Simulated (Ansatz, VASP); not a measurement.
**BN: VASP beside Ansatz**

```
B N
1.0
     2.47758    0.00000    0.00000
    -1.23879    2.14564    0.00000
     0.00000    0.00000    6.46362
B N
2 2
Direct
  0.33333 0.66667 0.25000
  0.66667 0.33333 0.75000
  0.33333 0.66667 0.75000
  0.66667 0.33333 0.25000
```

Change from the starting cell: hydrostatic strain -0.9%.

Alike in both runs: task single point; functional HSE06; k mesh 9 × 9 × 4; no spin polarisation.

|  | VASP | Ansatz |
| --- | --- | --- |
| version | VASP 6.6.1 | Ansatz 0.2.0 |
| potentials or method | VASP PAW PBE potentials, release 64 (B, N) | plane waves, PAW |
| plane-wave cutoff (eV) | 520 | 420 |
| occupations | gaussian, width 0.01 eV | fixed |
| valence electrons in the cell | 16 | 16 |

|  | VASP | Ansatz | Ansatz less VASP |
| --- | --- | --- | --- |
| gap on the k mesh at the Fermi level (eV) | 5.76 | 5.77 | +0.011 |
| pressure (GPa) | 7.2 | 7.0 | -0.24 |
| traceless stress, the component that is largest in VASP (GPa) | -3.95 | -3.53 | +0.421 |

Ansatz's warnings: stress exchange threshold loose, stress scf threshold loose.
